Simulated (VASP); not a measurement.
Write the native input for VASP 6.6.1 that does the following.

* Task: single point
* Functional: PBEsol
* Potentials or basis: VASP PAW PBE potentials, release 64 (Cd, S)
* Cutoff: 500 eV
* k mesh: 6 × 6 × 6
* Occupations: gaussian, width 0.01 eV
* Spin: no spin polarisation
* Dipole correction: no
* Further INCAR settings: ALGO = Normal; EDIFF = 1e-06; NBANDS = 16

The structure of CdS lies in POSCAR:

```
CdS
1.0
    0.0000000000      2.6970395763      2.6970395763
    2.6970395763      0.0000000000      2.6970395763
    2.6970395763      2.6970395763      0.0000000000
Cd S
1 1
Direct
    0.0000000000      0.0000000000      0.0000000000
    0.5000000000      0.5000000000      0.5000000000
```

The input as run:

INCAR

```
SYSTEM = CdS
ALGO     = Normal         ! electronic algorithm
EDIFF    = 1E-6           ! SCF threshold, eV
ENCUT    = 500            ! plane-wave cutoff, eV
GGA      = PS             ! functional
GGA_COMPAT= .False.      
ISIF     = 2              ! what is computed and relaxed
ISMEAR   = 0              ! smearing method
LASPH    = .True.         ! aspherical terms in the spheres
LCHARG   = .False.        ! write CHGCAR
LREAL    = .False.        ! projectors in reciprocal space
LWAVE    = .False.        ! write WAVECAR
NBANDS   = 16             ! bands
NELM     = 120            ! most SCF steps
PREC     = Accurate       ! precision mode
SIGMA    = 0.01           ! smearing width, eV
```

KPOINTS

```
k-points
0
Gamma
  6 6 6
  0 0 0
```

Potentials or basis: VASP PAW PBE potentials, release 64 (Cd, S).

The run is started by

```console
$ cat potpaw_PBE.64/Cd/POTCAR potpaw_PBE.64/S/POTCAR > POTCAR
$ mpirun -np 1 vasp_std > vasp.out
```

Results of the run:

* Pressure: 0.8 GPa
* Band gap on the k mesh: 0.11 eV, indirect (least direct gap 1.82 eV)

Caveat: the PAW data sets were made with another functional, which shifts forces and pressure a little.

It took 18 s on 1 thread of Intel Xeon 8259CL (shared host), peak memory 0.16 GiB.
